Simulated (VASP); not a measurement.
# AgO (I-4m2) in VASP: notebook, part 2 of 2

VASP 6.6.1.

**3. Single point, PBEsol**

This run uses another cell than the first one, of the same volume but with other edges.

INCAR

```
SYSTEM = AgO
PREC = Accurate
ENCUT = 520
EDIFF = 1E-7
ISMEAR = 0
SIGMA = 0.15
LREAL = .FALSE.
LASPH = .TRUE.
NELM = 60
ALGO = Normal
ISIF = 2
LWAVE = .FALSE.
LCHARG = .FALSE.
GGA = PS
NBANDS = 16
```

KPOINTS

```
regular mesh
0
G
  18 18 18
  0 0 0
```

POSCAR

```
AgO
1.0
    0.0000000000      2.7798329412      1.8068914118
    2.7798329412      0.0000000000      1.8068914118
    2.7798329412      2.7798329412      0.0000000000
Ag O
1 1
Direct
    0.0000000000      0.0000000000      0.0000000000
    0.7500000000      0.7500000000      0.7500000000
```

Potentials or basis: VASP PAW PBE potentials, release 64 (Ag, O).

Run with:

```bash
$ cat potpaw_PBE.64/Ag/POTCAR potpaw_PBE.64/O/POTCAR > POTCAR
$ mpirun -np 1 vasp_std > vasp.out
```

OUTCAR:

```text
SYSTEM = AgO
   PREC = Accurate
   ENCUT = 520
   EDIFF = 1E-7
   ISMEAR = 0
   LREAL = .FALSE.
   LASPH = .TRUE.
   NELM = 60
   ISIF = 2
   GGA = PS

 ion  position               nearest neighbor table
   1  0.000  0.000  0.000-   2 2.16   2 2.16   2 2.16   2 2.16
   2  0.750  0.750  0.750-   1 2.16   1 2.16   1 2.16   1 2.16

  LATTYP: Found a body centered tetragonal cell.
 ALAT       =     3.9312774466
 C/A-ratio  =     0.9192388156

  Lattice vectors:

 A1 = (   0.0000000000,  -2.7798329412,  -1.8068914118)
 A2 = (   0.0000000000,   2.7798329412,  -1.8068914118)
 A3 = (   2.7798329412,   0.0000000000,   1.8068914118)

Analysis of symmetry for initial positions (statically):
=====================================================================
 Subroutine PRICEL returns:
 Original cell was already a primitive cell.

 Routine SETGRP: Setting up the symmetry group for a
 body centered tetragonal supercell.

 Subroutine GETGRP returns: Found  8 space group operations
 (whereof  8 operations were pure point group operations)
 out of a pool of 16 trial point group operations.

The static configuration has the point symmetry D_2d.

Analysis of symmetry for dynamics (positions and initial velocities):
=====================================================================
 Subroutine PRICEL returns:
 Original cell was already a primitive cell.

 Routine SETGRP: Setting up the symmetry group for a
 body centered tetragonal supercell.

 Subroutine GETGRP returns: Found  8 space group operations
 (whereof  8 operations were pure point group operations)
 out of a pool of 16 trial point group operations.

The dynamic configuration has the point symmetry D_2d.

 Subroutine INISYM returns: Found  8 space group operations
 (whereof  8 operations are pure point group operations),
 and found     1 'primitive' translations

----------------------------------------------------------------------------------------

                                     Primitive cell

  volume of cell :      27.9254

  direct lattice vectors                    reciprocal lattice vectors
     0.000000000  2.779832941  1.806891412    -0.179866924  0.179866924  0.276718344
     2.779832941  0.000000000  1.806891412     0.179866924 -0.179866924  0.276718344
     2.779832941  2.779832941  0.000000000     0.179866924  0.179866924 -0.276718344

  length of vectors
     3.315467954  3.315467954  3.931277447     0.375868678  0.375868678  0.375868678

  position of ions in fractional coordinates (direct lattice)
     0.000000000  0.000000000  0.000000000
     0.750000000  0.750000000  0.750000000

  ion indices of the primitive-cell ions
   primitive index   ion index
                 1           1
                 2           2

----------------------------------------------------------------------------------------

 KPOINTS: regular mesh

Automatic generation of k-mesh.
 Grid dimensions read from file:
 generate k-points for:   18   18   18

 Generating k-lattice:

  Cartesian coordinates                     Fractional coordinates (reciprocal lattice)
    -0.009992607  0.009992607  0.015373241     0.055555556 -0.000000000  0.000000000
     0.009992607 -0.009992607  0.015373241    -0.000000000  0.055555556  0.000000000
     0.009992607  0.009992607 -0.015373241     0.000000000  0.000000000  0.055555556

  Length of vectors
     0.020881593  0.020881593  0.020881593

  Shift w.r.t. Gamma in fractional coordinates (k-lattice)
     0.000000000  0.000000000  0.000000000

 Subroutine IBZKPT returns following result:
 ===========================================

 Found    480 irreducible k-points:

 Following reciprocal coordinates:
            Coordinates               Weight
  0.000000  0.000000  0.000000      1.000000
  0.055556  0.000000  0.000000      8.000000
  0.111111  0.000000  0.000000      8.000000
  0.166667  0.000000  0.000000      8.000000
  0.222222  0.000000  0.000000      8.000000
  0.277778  0.000000  0.000000      8.000000
[... 16 lines left out ...]
 -0.277778  0.055556  0.000000      8.000000
 -0.222222  0.055556  0.000000      8.000000
 [... further k-points ...]
   k-points           NKPTS =    480   k-points in BZ     NKDIM =    480   number of bands    NBANDS=     16
   number of dos      NEDOS =    301   number of ions     NIONS =      2
   total plane-waves  NPLWV =  23520
   dimension x,y,z NGX =    28 NGY =   28 NGZ =   30
   dimension x,y,z NGXF=    56 NGYF=   56 NGZF=   60
   ions per type =               1   1
   NGX,Y,Z   is equivalent  to a cutoff of  14.04, 14.04, 12.69 a.u.
   NGXF,Y,Z  is equivalent  to a cutoff of  28.08, 28.08, 25.37 a.u.
 SYSTEM =  AgO
   PREC   = accura    normal or accurate (medium, high low for compatibility)
   ISTART =      0    job   : 0-new  1-cont  2-samecut
   ICHARG =      2    charge: 1-file 2-atom 10-const
   ISPIN  =      1    spin polarized calculation?
   LNONCOLLINEAR =      F non collinear calculations
   LSORBIT =      F    spin-orbit coupling
   LASPH  =      T    aspherical Exc in radial PAW
   ENCUT  =  520.0 eV  38.22 Ry    6.18 a.u.   6.16  6.16  7.31*2*pi/ulx,y,z
   NELM   =     60;   NELMIN=  2; NELMDL= -5     # of ELM steps
   EDIFF  = 0.1E-06   stopping-criterion for ELM
   LREAL  =      F    real-space projection
   EDIFFG = 0.1E-05   stopping-criterion for IOM
   NSW    =      0    number of steps for IOM
   IBRION =     -1    ionic relax: 0-MD 1-quasi-New 2-CG
   NFREE  =      0    steps in history (QN), initial steepest desc. (CG)
   ISIF   =      2    stress and relaxation
   ISYM   =      2    0-nonsym 1-usesym 2-fastsym
   POTIM  = 0.5000    time-step for ionic-motion
   TEBEG  =    0.0;   TEEND  =   0.0 temperature during run
   PSTRESS=    0.0 pullay stress
   NELECT =      17.0000    total number of electrons
   NUPDOWN=      -1.0000    fix difference up-down
   EMIN   =  10.00;   EMAX   =-10.00  energy-range for DOS
   EFERMI =   0.00;   METHOD = LEGACY
   ISMEAR =     0;   SIGMA  =   0.15  broadening in eV -4-tet -1-fermi 0-gaus
   EFERMI_NEDOS =   21; number of points for ismear=-14 and -15
   IALGO  =     38    algorithm
   IMIX   =      4    mixing-type and parameters
     AMIX     =   0.40;   BMIX     =  1.00
     AMIX_MAG =   1.60;   BMIX_MAG =  1.00
  volume/ion in A,a.u.               =      13.96        94.22
  Fermi-wavevector in a.u.,A,eV,Ry     =   1.387473  2.621944 26.192336  1.925082
  Thomas-Fermi vector in A             =   2.511691
   LORBIT       =      0    0 simple, 1 ext, 2 COOP (PROOUT), +10 PAW based schemes
   GGA     = PS    functional components
   LHFCALC =     F    Hartree Fock is set to
   AEXX    =    0.0000 exact exchange contribution
   IVDW    =     0    specifies the selected vdW correction
   LEPSILON=     F    determine dielectric tensor
   LRPA    =     F    only Hartree local field effects (RPA)
 non-spin polarized calculation
 Gauss-broadening in eV      SIGMA  =   0.15
  energy-cutoff  :      520.00
  volume of cell :       27.93
 maximum number of plane-waves:       778
 NGX is ok and might be reduce to    28

 number of electron      17.0000002 magnetization

 Free energy of the ion-electron system (eV)
  ---------------------------------------------------
  ext. energy  EPLUGINS =         0.00000000
  ---------------------------------------------------
  free energy    TOTEN  =        -8.19989840 eV

  energy without entropy =       -8.16973824  energy(sigma->0) =       -8.18481832

 E-fermi :   4.6070     XC(G=0): -11.4071

 val. band max:        4.6053059871   @ k =  -0.4444   0.1111   0.3889
 cond. band min:       4.6090508867   @ k =  -0.2778   0.1111   0.3333
 fundamental gap:      0.0037448996
 Fermi energy:         4.6069678294

 k-point     1 :       0.0000    0.0000    0.0000
  band No.  band energies     occupation
      1     -13.2982      2.00000
      2      -0.5063      2.00000
      3      -0.5063      2.00000
      4      -0.1820      2.00000
      5       0.8138      2.00000
      6       1.5427      2.00000
[... 8 lines left out ...]
     15      22.1374      0.00000
     16      22.1374      0.00000
[... 419 lines left out ...]
 k-point    24 :      -0.2222    0.0556    0.0000
  band No.  band energies     occupation
      1     -13.0901      2.00000
      2      -0.8604      2.00000
      3      -0.6130      2.00000
      4       0.1797      2.00000
      5       1.0951      2.00000
      6       1.5327      2.00000
[... 8 lines left out ...]
     15      22.1482      0.00000
     16      25.5660      0.00000

 [... further k-points ...]
[... 5 lines left out ...]
  --------------------------------------------------------------------------------------
  -------------------------------------------------------------------------------------
  Total       -0.1366586     -0.1366586     -0.7043154      0.0000000      0.0000000      0.0000000
  in kB       -7.8405779     -7.8405779    -40.4090189      0.0000000      0.0000000      0.0000000
  external PRESSURE =     -18.6967249 kB  Pullay stress =       0.0000000 kB

 VOLUME and BASIS-vectors are now :
 -----------------------------------------------------------------------------
  energy-cutoff  :      520.00
  volume of cell :       27.93
      direct lattice vectors                 reciprocal lattice vectors
     0.000000000  2.779832941  1.806891412    -0.179866924  0.179866924  0.276718344
     2.779832941  0.000000000  1.806891412     0.179866924 -0.179866924  0.276718344
     2.779832941  2.779832941  0.000000000     0.179866924  0.179866924 -0.276718344

 POSITION                                       TOTAL-FORCE (eV/Angst)
 -----------------------------------------------------------------------------------
      0.00000      0.00000      0.00000        -0.000000      0.000000      0.000000
      4.16975      4.16975      2.71034         0.000000     -0.000000      0.000000
 -----------------------------------------------------------------------------------
    total drift:                               -0.000001     -0.000001     -0.000001

  FREE ENERGIE OF THE ION-ELECTRON SYSTEM (eV)
  ---------------------------------------------------
  free  energy   TOTEN  =        -8.1998983999 eV

  energy  without entropy=       -8.1697382375  energy(sigma->0) =       -8.18481832
```

Wall time 7.5 min (1 thread of Intel Xeon 8259CL, shared host); peak memory 0.34 GiB.

What came out:

```yaml
Free_energy: -8.1999 eV
Pressure: -1.9 GPa
Band_gap_on_the_k_mesh: zero (an odd number of electrons rules out a gap without spin polarisation)
```

Levels at points of the mesh, in eV from the Fermi level:
| k point | band 6 | band 7 | band 8 | band 9 | band 10 | band 11 | band 12 | band 13 |
| --- | --- | --- | --- | --- | --- | --- | --- | --- |
| (0.00, 0.00, 0.00) | -3.06 | -0.10 | -0.10 | 0.43 | 0.46 | 15.31 | 15.31 | 16.64 |
| (0.50, 0.00, 0.00) | -2.77 | -2.29 | -0.50 | -0.09 | 5.03 | 7.61 | 11.48 | 14.61 |
| (0.50, 0.50, 0.00) | -2.67 | -1.78 | -1.78 | -0.84 | 7.19 | 7.44 | 11.07 | 11.07 |
| (0.50, 0.00, 0.50) | -2.91 | -2.04 | -1.93 | -0.04 | 5.92 | 7.18 | 13.99 | 15.29 |

Caveat: the PAW data sets were made with another functional, which shifts forces and pressure a little; an odd number of electrons without spin polarisation forces a metal; a magnetic or distorted state may lie lower.
